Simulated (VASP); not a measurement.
Crystal: CsH5.

```
CELL_PARAMETERS angstrom
3.95774 0.00000 0.00000
-1.97887 3.42751 0.00000
0.00000 0.00000 5.53358
ATOMIC_POSITIONS crystal
Cs 0.00000 0.00000 0.00000
H 0.50000 0.00000 0.00000
H 0.00000 0.50000 0.00000
H 0.50000 0.50000 0.00000
H 0.00000 0.00000 0.37268
H 0.00000 0.00000 0.62732
```

| Item | Value |
| --- | --- |
| Program | VASP 6.6.1 |
| Task | relaxation of cell and atoms |
| Functional | PBE |
| Potentials or basis | VASP PAW PBE potentials, release 64 (Cs_sv, H) |
| Cutoff | 600 eV |
| k mesh | 6 × 6 × 4 |
| Occupations | gaussian, width 0.1 eV |
| Spin | no spin polarisation |

At the start: pressure 14.5 GPa; volume 12.51 Å³/atom.

Where does the relaxation end?

Over 20 steps the energy falls by 925.8 meV/atom and the volume is 29.78 Å³/atom (+138.1 %); space group P6/mmm (No. 191, to 0.05 Å).

Step by step:
```
step  energy change (eV)  largest force (eV/Å)  pressure (GPa)  volume (Å³)
   1              0.0000                3.4219           14.53        75.06
   2             -2.5401                4.9844            8.42        88.00
   3             80.8170             1070.7411           49.83       134.47
   4             -2.8574                4.8560            8.54        88.31
   5             -4.0402               12.4822            7.44       109.93
   6             -4.2913                2.6248            6.48        97.31
   7             -4.6679                1.8048            6.31       103.50
   8             -5.0335                2.7123            2.02       122.20
   9             -5.0336                2.6997            2.04       122.10
  10             -5.2851                2.0383            1.32       134.04
  11             -5.4993                0.5439           -0.09       168.44
  12             -5.5120                0.0836            0.11       161.01
  13             -5.5119                0.0139            0.08       161.86
  14             -5.5161                0.0486            0.06       162.53
  15             -5.5268                0.1489           -0.01       164.55
  16             -5.5412                0.3357           -0.12       168.58
  17             -5.5482                0.6580           -0.28       176.56
  18             -5.5510                0.5154           -0.25       177.08
  19             -5.5548                0.1408           -0.17       178.37
  20             -5.5550                0.0388           -0.15       178.71
```

Final structure:
```
CELL_PARAMETERS angstrom
5.37373 0.00000 0.00000
-2.68686 4.65379 0.00000
0.00000 0.00000 7.14600
ATOMIC_POSITIONS crystal
Cs 0.00000 0.00000 0.00000
H 0.50000 0.00000 0.00000
H 0.00000 0.50000 0.00000
H 0.50000 0.50000 0.00000
H 0.00000 0.00000 0.44754
H 0.00000 0.00000 0.55246
```

Caveat: the volume moved by over 15 % at a fixed basis, so the end points are rough.
